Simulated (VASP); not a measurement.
# BH3C18 in VASP: single point with PBEsol

Aim: the single point of BH3C18 with PBEsol.

Program: VASP 6.6.1. These are calculated values, not measurements. Logs are shortened: lines on timing, memory, paths and dates and some standing lists are left out, and cuts for length are marked.

## (1) The cell of the first run

The cell holds a slab with vacuum, 22 atoms: a = 7.398 Å, b = 7.398 Å, c = 13.000 Å, α = 90.00°, β = 90.00°, γ = 120.00°.

## (2) Single point, PBEsol

INCAR

```
PREC     = Accurate       # precision mode
ENCUT    = 520            # plane-wave cutoff, eV
EDIFF    = 1E-7           # SCF threshold, eV
ISMEAR   = -1             # smearing method
SIGMA    = 0.05           # smearing width, eV
LREAL    = Auto         
LASPH    = True           # aspherical terms in the spheres
NELM     = 60             # most SCF steps
ALGO     = Normal         # electronic algorithm
ISIF     = 2              # what is computed and relaxed
LWAVE    = False          # write WAVECAR
LCHARG   = True           # write CHGCAR
GGA      = PS             # functional
LELF     = True           # ELF
LVHAR    = True         
NBANDS   = 56             # bands
```

KPOINTS

```
regular mesh
0
Gamma
  2 2 1
```

POSCAR

```
BH3C18
1.0
    7.3980000000      0.0000000000      0.0000000000
   -3.6990000000      6.4068560000      0.0000000000
    0.0000000000      0.0000000000     13.0000000000
C B H
18 1 3
Direct
   -0.0157978228     -0.0078924827      0.0769378462
    0.2146244146      0.1063083047      0.0942271538
   -0.0110403008      0.3305117206      0.0992458462
    0.2162317552      0.4401439645      0.0699720000
   -0.0128872623      0.6599475624      0.0660166154
    0.2141288886      0.7726738357      0.0670060769
    0.3254669338     -0.0082099551      0.0724482308
    0.5442493933      0.1038688867      0.0683344615
    0.3229710632      0.3318164167      0.0711713077
    0.5445516344      0.4393165696      0.0624259231
    0.3240543896      0.6614212962      0.0619183846
    0.5454159951      0.7722712981      0.0594080769
    0.6558942655     -0.0059138211      0.0645103077
    0.8752254696      0.1014141726      0.0759314615
    0.6563324592      0.3302396683      0.0670493846
    0.8745813656      0.4417439693      0.0702457692
    0.6556209355      0.6608306789      0.0594165385
    0.8765585558      0.7696191392      0.0638623077
    0.1092735969      0.0477207541      0.2069179231
   -0.0085567282      0.3378365301      0.1852233077
    0.0839764303      0.1723778402      0.2542582308
    0.0845105623     -0.1097577345      0.2463190769
```

Potentials or basis: VASP PAW PBE potentials, release 64 (C, B, H).

Run with:

```sh
$ cat potpaw_PBE.64/C/POTCAR potpaw_PBE.64/B/POTCAR potpaw_PBE.64/H/POTCAR > POTCAR
$ mpirun -np 1 vasp_std > vasp.out
```

OUTCAR:

```text
PREC = Accurate
   ENCUT = 520
   EDIFF = 1E-7
   ISMEAR = -1
   LREAL = Auto
   LASPH = True
   NELM = 60
   ISIF = 2
   GGA = PS

 ion  position               nearest neighbor table
   1  0.984  0.992  0.077-  14 1.40  18 1.44   2 1.49  19 1.87
   2  0.215  0.106  0.094-   7 1.47   9 1.48   1 1.49  19 1.61
   3  0.989  0.331  0.099-  20 1.12  16 1.49  14 1.50   4 1.51
   4  0.216  0.440  0.070-   9 1.38  11 1.42   3 1.51
   5  0.987  0.660  0.066-  16 1.40  18 1.41   6 1.45
   6  0.214  0.773  0.067-   7 1.41  11 1.42   5 1.45
   7  0.325  0.992  0.072-   8 1.40   6 1.41   2 1.47
   8  0.544  0.104  0.068-   7 1.40  13 1.42  15 1.45
   9  0.323  0.332  0.071-   4 1.38  10 1.42   2 1.48
  10  0.545  0.439  0.062-  15 1.42  17 1.42   9 1.42
  11  0.324  0.661  0.062-   6 1.42  12 1.42   4 1.42
  12  0.545  0.772  0.059-  11 1.42  17 1.42  13 1.42
  13  0.656  0.994  0.065-  14 1.41   8 1.42  12 1.42
  14  0.875  0.101  0.076-   1 1.40  13 1.41   3 1.50
  15  0.656  0.330  0.067-  16 1.40  10 1.42   8 1.45
  16  0.875  0.442  0.070-  15 1.40   5 1.40   3 1.49
  17  0.656  0.661  0.059-  18 1.42  10 1.42  12 1.42
  18  0.877  0.770  0.064-   5 1.41  17 1.42   1 1.44
  19  0.109  0.048  0.207-  21 1.20  22 1.20   2 1.61   1 1.87
  20  0.991  0.338  0.185-   3 1.12
  21  0.084  0.172  0.254-  19 1.20
  22  0.085  0.890  0.246-  19 1.20

  LATTYP: Found a hexagonal cell.
 ALAT       =     7.3980000000
 C/A-ratio  =     1.7572316842

  Lattice vectors:

 A1 = (   7.3980000000,   0.0000000000,   0.0000000000)
 A2 = (  -3.6990000000,   6.4068560000,   0.0000000000)
 A3 = (   0.0000000000,   0.0000000000,  13.0000000000)

Analysis of symmetry for initial positions (statically):
=====================================================================
 Subroutine PRICEL returns:
 Original cell was already a primitive cell.

 Routine SETGRP: Setting up the symmetry group for a
 hexagonal supercell.

 Subroutine GETGRP returns: Found  1 space group operations
 (whereof  1 operations were pure point group operations)
 out of a pool of 24 trial point group operations.

The static configuration has the point symmetry C_1 .

Analysis of symmetry for dynamics (positions and initial velocities):
=====================================================================
 Subroutine PRICEL returns:
 Original cell was already a primitive cell.

 Routine SETGRP: Setting up the symmetry group for a
 hexagonal supercell.

 Subroutine GETGRP returns: Found  1 space group operations
 (whereof  1 operations were pure point group operations)
 out of a pool of 24 trial point group operations.

The dynamic configuration has the point symmetry C_1 .

 Subroutine INISYM returns: Found  1 space group operations
 (whereof  1 operations are pure point group operations),
 and found     1 'primitive' translations

----------------------------------------------------------------------------------------

                                     Primitive cell

  volume of cell :     616.1730

  direct lattice vectors                    reciprocal lattice vectors
     7.398000000  0.000000000  0.000000000     0.135171668  0.078041398  0.000000000
    -3.699000000  6.406856000  0.000000000     0.000000000  0.156082796  0.000000000
     0.000000000  0.000000000 13.000000000     0.000000000  0.000000000  0.076923077

  length of vectors
     7.398000000  7.398000054 13.000000000     0.156082797  0.156082796  0.076923077

  position of ions in fractional coordinates (direct lattice)
     0.984202177  0.992107517  0.076937846
     0.214624415  0.106308305  0.094227154
     0.988959699  0.330511721  0.099245846
     0.216231755  0.440143965  0.069972000
     0.987112738  0.659947562  0.066016615
     0.214128889  0.772673836  0.067006077
[... 14 lines left out ...]
     0.083976430  0.172377840  0.254258231
     0.084510562  0.890242265  0.246319077

  ion indices of the primitive-cell ions
   primitive index   ion index
                 1           1
                 2           2
                 3           3
                 4           4
                 5           5
                 6           6
[... 14 lines left out ...]
                21          21
                22          22

----------------------------------------------------------------------------------------

 KPOINTS: regular mesh

Automatic generation of k-mesh.
 Grid dimensions read from file:
 generate k-points for:    2    2    1

 Generating k-lattice:

  Cartesian coordinates                     Fractional coordinates (reciprocal lattice)
     0.067585834  0.039020699  0.000000000     0.500000000 -0.000000000  0.000000000
     0.000000000  0.078041398  0.000000000     0.000000000  0.500000000  0.000000000
     0.000000000  0.000000000  0.076923077     0.000000000  0.000000000  1.000000000

  Length of vectors
     0.078041399  0.078041398  0.076923077

  Shift w.r.t. Gamma in fractional coordinates (k-lattice)
     0.000000000  0.000000000  0.000000000

 Subroutine IBZKPT returns following result:
 ===========================================

 Found      4 irreducible k-points:

 Following reciprocal coordinates:
            Coordinates               Weight
  0.000000  0.000000  0.000000      1.000000
  0.500000  0.000000  0.000000      1.000000
  0.000000  0.500000  0.000000      1.000000
  0.500000  0.500000  0.000000      1.000000
   k-points           NKPTS =      4   k-points in BZ     NKDIM =      4   number of bands    NBANDS=     56
   number of dos      NEDOS =    301   number of ions     NIONS =     22
   total plane-waves  NPLWV = 307328
   dimension x,y,z NGX =    56 NGY =   56 NGZ =   98
   dimension x,y,z NGXF=   112 NGYF=  112 NGZF=  196
   ions per type =              18   1   3
   NGX,Y,Z   is equivalent  to a cutoff of  12.58, 12.58, 12.53 a.u.
   NGXF,Y,Z  is equivalent  to a cutoff of  25.17, 25.17, 25.06 a.u.
 SYSTEM =  unknown system
   PREC   = accura    normal or accurate (medium, high low for compatibility)
   ISTART =      0    job   : 0-new  1-cont  2-samecut
   ICHARG =      2    charge: 1-file 2-atom 10-const
   ISPIN  =      1    spin polarized calculation?
   LNONCOLLINEAR =      F non collinear calculations
   LSORBIT =      F    spin-orbit coupling
   LASPH  =      T    aspherical Exc in radial PAW
   ENCUT  =  520.0 eV  38.22 Ry    6.18 a.u.  13.76 13.76 24.17*2*pi/ulx,y,z
   NELM   =     60;   NELMIN=  2; NELMDL= -5     # of ELM steps
   EDIFF  = 0.1E-06   stopping-criterion for ELM
   LREAL  =      T    real-space projection
   EDIFFG = 0.1E-05   stopping-criterion for IOM
   NSW    =      0    number of steps for IOM
   IBRION =     -1    ionic relax: 0-MD 1-quasi-New 2-CG
   NFREE  =      0    steps in history (QN), initial steepest desc. (CG)
   ISIF   =      2    stress and relaxation
   ISYM   =      2    0-nonsym 1-usesym 2-fastsym
   POTIM  = 0.5000    time-step for ionic-motion
   TEBEG  =    0.0;   TEEND  =   0.0 temperature during run
   PSTRESS=    0.0 pullay stress
   NELECT =      78.0000    total number of electrons
   NUPDOWN=      -1.0000    fix difference up-down
   EMIN   =  10.00;   EMAX   =-10.00  energy-range for DOS
   EFERMI =   0.00;   METHOD = LEGACY
   ISMEAR =    -1;   SIGMA  =   0.05  broadening in eV -4-tet -1-fermi 0-gaus
   EFERMI_NEDOS =   21; number of points for ismear=-14 and -15
   IALGO  =     38    algorithm
   IMIX   =      4    mixing-type and parameters
     AMIX     =   0.40;   BMIX     =  1.00
     AMIX_MAG =   1.60;   BMIX_MAG =  1.00
  volume/ion in A,a.u.               =      28.01       189.01
  Fermi-wavevector in a.u.,A,eV,Ry     =   0.822001  1.553356  9.193253  0.675685
  Thomas-Fermi vector in A             =   1.933259
   LORBIT       =      0    0 simple, 1 ext, 2 COOP (PROOUT), +10 PAW based schemes
   GGA     = PS    functional components
   LHFCALC =     F    Hartree Fock is set to
   AEXX    =    0.0000 exact exchange contribution
   IVDW    =     0    specifies the selected vdW correction
   LEPSILON=     F    determine dielectric tensor
   LRPA    =     F    only Hartree local field effects (RPA)
 non-spin polarized calculation
  energy-cutoff  :      520.00
  volume of cell :      616.17
 maximum number of plane-waves:     16651
 NGX is ok and might be reduce to    56
   NGX = 27   NGY = 27   NGZ = 49

 number of electron      78.0000001 magnetization

 Free energy of the ion-electron system (eV)
  ---------------------------------------------------
  ext. energy  EPLUGINS =         0.00000000
  ---------------------------------------------------
  free energy    TOTEN  =      -187.80975170 eV

  energy without entropy =     -187.80050569  energy(sigma->0) =     -187.80512870

 E-fermi :  -2.0327     XC(G=0):  -3.7204

 val. band max:       -2.2376109251   @ k =   0.5000   0.0000   0.0000
 cond. band min:      -1.8722482187   @ k =   0.0000   0.0000   0.0000
 fundamental gap:      0.3653627064
 Fermi energy:        -2.0326924899

 k-point     1 :       0.0000    0.0000    0.0000
  band No.  band energies     occupation
      1     -21.4563      2.00000
      2     -19.1775      2.00000
      3     -18.9035      2.00000
      4     -18.8352      2.00000
      5     -18.7968      2.00000
      6     -18.7743      2.00000
[... 43 lines left out ...]
     50       3.2813      0.00000
     51       4.2808      0.00000

 k-point     2 :       0.5000    0.0000    0.0000
  band No.  band energies     occupation
      1     -20.8804      2.00000
      2     -20.7295      2.00000
      3     -19.5166      2.00000
      4     -19.4552      2.00000
      5     -17.1422      2.00000
      6     -17.0772      2.00000
[... 43 lines left out ...]
     50       3.8580      0.00000
     51       4.0361      0.00000

 k-point     3 :       0.0000    0.5000    0.0000
  band No.  band energies     occupation
      1     -20.8995      2.00000
      2     -20.7047      2.00000
      3     -19.5564      2.00000
      4     -19.4167      2.00000
      5     -17.2533      2.00000
      6     -17.0214      2.00000
[... 43 lines left out ...]
     50       3.8634      0.00000
     51       3.8810      0.00000

 k-point     4 :       0.5000    0.5000    0.0000
  band No.  band energies     occupation
      1     -20.9106      2.00000
      2     -20.6833      2.00000
      3     -19.5888      2.00000
      4     -19.4092      2.00000
      5     -17.2006      2.00000
      6     -16.9966      2.00000
[... 43 lines left out ...]
     50       3.8577      0.00000
     51       4.0742      0.00000
 [bands above 51 left out]

------------------------ aborting loop because EDIFF is reached ----------------------------------------

  FORCE on cell =-STRESS in cart. coord.  units (eV):
  Direction    XX          YY          ZZ          XY          YZ          ZX
  --------------------------------------------------------------------------------------
  -------------------------------------------------------------------------------------
  Total        0.8518590      2.3020117     -0.0119668     -0.6472524      0.0119920     -0.0034285
  in kB        2.2150098      5.9857073     -0.0311162     -1.6829902      0.0311816     -0.0089148
  external PRESSURE =       2.7232003 kB  Pullay stress =       0.0000000 kB

 VOLUME and BASIS-vectors are now :
 -----------------------------------------------------------------------------
  energy-cutoff  :      520.00
  volume of cell :      616.17
      direct lattice vectors                 reciprocal lattice vectors
     7.398000000  0.000000000  0.000000000     0.135171668  0.078041398  0.000000000
    -3.699000000  6.406856000  0.000000000     0.000000000  0.156082796  0.000000000
     0.000000000  0.000000000 13.000000000     0.000000000  0.000000000  0.076923077

 POSITION                                       TOTAL-FORCE (eV/Angst)
 -----------------------------------------------------------------------------------
      3.61132      6.35629      1.00019         0.007880     -0.004189     -0.011835
      1.19456      0.68110      1.22495         0.008423     -0.002808      0.022242
      6.09376      2.11754      1.29020         0.019296      0.002246     -0.022287
     -0.02841      2.81994      0.90964        -0.043437     -0.000816     -0.002697
      4.86151      4.22819      0.85822         0.011560      0.002643     -0.005069
     -1.27400      4.95041      0.87108        -0.010720     -0.006040     -0.002866
[... 14 lines left out ...]
     -0.01637      1.10440      3.30536        -0.014730      0.021130      0.015856
     -2.66780      5.70365      3.20215         0.005115     -0.017575      0.009775
 -----------------------------------------------------------------------------------
    total drift:                               -0.002697      0.004802      0.012382

  FREE ENERGIE OF THE ION-ELECTRON SYSTEM (eV)
  ---------------------------------------------------
  free  energy   TOTEN  =      -187.8097516999 eV

  energy  without entropy=     -187.8005056920  energy(sigma->0) =     -187.80512870
```

Wall time 6.8 min (1 thread of Intel Xeon Platinum 8259CL at 2.50GHz (Skylake/Cascade Lake), shared host); peak memory 0.64 GiB.

Results:

```
Free energy            : -187.8098 eV
Largest force          : 0.053 eV/Å
Band gap on the k mesh : 0.37 eV (least direct gap 0.37 eV)
```

Forces in eV/Å, atoms in the order of the input:
```
C    0.008 -0.004 -0.012
C    0.008 -0.003  0.022
C    0.019  0.002 -0.022
C   -0.043 -0.001 -0.003
C    0.012  0.003 -0.005
C   -0.011 -0.006 -0.003
C   -0.014  0.005 -0.005
C    0.003  0.028 -0.003
C    0.015 -0.015 -0.005
C    0.000  0.003 -0.003
C   -0.003 -0.012 -0.006
C    0.010 -0.001 -0.002
C    0.001  0.002 -0.007
C   -0.008  0.009 -0.004
C   -0.001 -0.019  0.004
C    0.010  0.000 -0.013
C    0.001 -0.004 -0.010
C   -0.001  0.012  0.006
B    0.005 -0.005 -0.008
H   -0.003  0.002  0.053
H   -0.015  0.021  0.016
H    0.005 -0.018  0.010
```

Caveat: the k points lie up to 0.49 Å⁻¹ apart; the PAW data sets were made with another functional, which shifts forces and pressure a little.
